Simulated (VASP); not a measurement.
Write the native input for VASP 6.6.1 that does the following.

```yaml
Task: single point
Functional: RPBE
Potentials_or_basis: VASP PAW PBE potentials, release 64 (C)
Cutoff: 520 eV
k_mesh: 17 × 17 × 12
Occupations: fermi-dirac, width 0.1 eV
Spin: no spin polarisation
Dipole_correction: no
Further_INCAR_settings: ALGO = Normal; EDIFF = 1e-07; NBANDS = 11; ISYM = 0
```

The structure of C lies in POSCAR:

```
C
1.0
   -1.2687694972      1.2687687498      1.7942827943
    1.2687687498     -1.2687694972      1.7942827943
    1.2687725782      1.2687725782     -1.7942841631
C
2
Direct
    0.9999999494      0.0000000506      0.0000000000
    0.7500000506      0.2499999494      0.5000000000
```

The input as run:

INCAR

```
  PREC = Accurate
  ENCUT = 520
  EDIFF = 1E-7
  ISMEAR = -1
  SIGMA = 0.1
  LREAL = F
  LASPH = T
  NELM = 60
  ALGO = Normal
  ISIF = 2
  LWAVE = F
  LCHARG = T
  GGA = RP
  LELF = T
  LVHAR = T
  ISYM = 0
  NBANDS = 11
```

KPOINTS

```
regular mesh
0
Gamma
  17 17 12
```

Potentials or basis: VASP PAW PBE potentials, release 64 (C).

Launch:

```sh
$ cat potpaw_PBE.64/C/POTCAR > POTCAR
$ mpirun -np 1 vasp_std > vasp.out
```

Results of the run:

* Pressure: 0.5 GPa
* Band gap on the k mesh: 4.09 eV, indirect (least direct gap 5.54 eV)

Caveat: the PAW data sets were made with another functional, which shifts forces and pressure a little.

It took 2.9 min on 1 thread of Intel(R) Xeon(R) Platinum 8375C CPU @ 2.90GHz (Ice Lake), on a shared host, peak memory 0.28 GiB.
